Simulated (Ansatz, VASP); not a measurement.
# Two plane-wave programs on GaSb

```xyz
2
Lattice="0.0000 3.0556 2.9792 3.0556 0.0000 2.9792 3.0556 3.0556 0.0000" Properties=species:S:1:pos:R:3 pbc="T T T"
Ga    0.0000    0.0000    0.0000
Sb    4.5834    4.5834    4.4688
```

Change from the starting cell: strain +0.000 along x and y, -0.025 along z, atoms carried along.

Alike in both runs: task single point; functional PBEsol; k mesh 18 × 18 × 18; occupations gaussian, width 0.15 eV; no spin polarisation.

|  | VASP | Ansatz |
| --- | --- | --- |
| version | VASP 6.6.1 | Ansatz 0.2.0 |
| potentials or method | VASP PAW PBE potentials, release 64 (Ga_d, Sb), cutoff 520 eV | scalar-relativistic, plane waves, PAW |
| valence electrons in the cell | 18 | 28 |

VASP gave:

```
pressure (GPa)                                                : 1.5
traceless stress, the component that is largest in VASP (GPa) : 0.71
```

Q: What did Ansatz give for the same quantities?

A: Pressure (GPa): 1.4; traceless stress, the component that is largest in VASP (GPa): 0.71.

VASP's potentials were made for PBE, not for PBEsol. VASP's potentials hold 18 valence electrons a cell and Ansatz's 28, so a difference there can come from the potentials and not from the codes.

Spin-orbit coupling is off throughout.
